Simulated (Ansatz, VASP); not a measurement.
One calculation of LaP, two programs

INCAR

```
SYSTEM = LaP
PREC     = Accurate       ! precision mode
ENCUT    = 520            ! plane-wave cutoff, eV
EDIFF    = 1E-7           ! SCF threshold, eV
ISMEAR   = -1             ! smearing method
SIGMA    = 0.05           ! smearing width, eV
LREAL    = .FALSE.        ! projectors in reciprocal space
LASPH    = .TRUE.         ! aspherical terms in the spheres
NELM     = 80             ! most SCF steps
ALGO     = Normal         ! electronic algorithm
ISIF     = 2              ! what is computed and relaxed
LWAVE    = .FALSE.        ! write WAVECAR
LCHARG   = .FALSE.        ! write CHGCAR
NBANDS   = 15             ! bands
```

KPOINTS

```
Automatic mesh
0
G
  10 10 10
  0 0 0
```

Contents of POSCAR:

```
LaP
1.0
    0.0000000000      2.8733016976      2.8733016976
    2.8733016976      0.0000000000      2.8733016976
    2.8733016976      2.8733016976      0.0000000000
La P
1 1
Direct
    0.0000000000      0.0000000000      0.0000000000
    0.5000000000      0.5000000000      0.5000000000
```

Input for Ansatz:

```yaml
crystal:
  lattice:
    - [0.0, 2.8733016976, 2.8733016976]
    - [2.8733016976, 0.0, 2.8733016976]
    - [2.8733016976, 2.8733016976, 0.0]
  atoms:
    - { symbol: La, position: [0.0, 0.0, 0.0] }
    - { symbol: P, position: [0.5, 0.5, 0.5] }
kpoints:
  mp_grid: { grid: [10, 10, 10] }
  band_path:
    path:
      - [0.0, 0.0, 0.0]
      - [0.5, 0.0, 0.5]
      - [0.625, 0.25, 0.625]
      - [0.375, 0.375, 0.75]
      - [0.0, 0.0, 0.0]
      - [0.5, 0.5, 0.5]
      - [0.5, 0.25, 0.75]
      - [0.5, 0.0, 0.5]
    npoints: 6
scf:
  occupations: { method: fermi_dirac, width: 0.05 }
hamiltonian:
  xc: lda
  pseudopotentials: { kind: paw }
output:
  forces: true
  stress: true
  eigenvalues: true
  populations: true
```

Change from the starting cell: volume scaled by 0.85, PAW files.

Alike in both runs: task single point; functional LDA; k mesh 10 × 10 × 10; occupations fermi-dirac, width 0.05 eV; no spin polarisation.

|  | VASP | Ansatz |
| --- | --- | --- |
| version | VASP 6.6.1 | Ansatz 0.2.0 |
| potentials or method | VASP PAW LDA potentials, release 64 (La, P) | PAW with Ansatz's default frozen-core files, scalar-relativistic |
| plane-wave cutoff (eV) | 520 | 420 |
| valence electrons in the cell | 16 | 16 |

```csv
,VASP,Ansatz,Ansatz less VASP
pressure (GPa),9.7,9.7,+0.03
```

LDA's correlation is that of Perdew and Zunger in VASP and of Perdew and Wang (1992) in Ansatz.

Neither program's run includes spin-orbit coupling.
